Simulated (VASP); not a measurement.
Here is a VASP 6.6.1 calculation.

File POSCAR:

```
Sr
1.0
    3.8231582425      0.0000000000      0.0000000000
    0.0000000000      3.8231582425      0.0000000000
    0.0000000000      0.0000000000      3.8231582425
Sr
1
Direct
    0.0000000000      0.0000000000      0.0000000000
```

The input INCAR.step1:

```
  ALGO = Normal
  EDIFF = 1E-4
  ENCUT = 520
  GGA = PE
  ISMEAR = -1
  LASPH = True
  LCHARG = False
  LREAL = False
  LWAVE = True
  NBANDS = 11
  NELM = 100
  PREC = Accurate
  SIGMA = 0.1
```

Contents of INCAR.step2:

```
  ALGO = Normal
  EDIFF = 1E-6
  ENCUT = 520
  ISIF = 2
  ISMEAR = -1
  ISTART = 1
  LASPH = True
  LCHARG = False
  LMIXTAU = True
  LREAL = False
  LWAVE = False
  METAGGA = R2SCAN
  NBANDS = 11
  NELM = 100
  PREC = Accurate
  SIGMA = 0.1
```

KPOINTS

```
k-points
0
Gamma
  14 14 14
```

Potentials or basis: VASP PAW PBE potentials, release 64 (Sr_sv).

The run is started by

```sh
$ cat potpaw_PBE.64/Sr_sv/POTCAR > POTCAR
$ cp INCAR.step1 INCAR
$ mpirun -np 1 vasp_std > vasp.out
$ cp INCAR.step2 INCAR
$ mpirun -np 1 vasp_std > vasp.out
```

(1) Estimate the band gap on the k mesh.

(2) What does it give for the pressure?

## Answers

(1) zero (band 5 reaches 2.04 eV, above the bottom of band 6 at 1.06 eV).

(2) 0.0 GPa.

Caveat: the PAW data sets were made with another functional, which shifts forces and pressure a little.
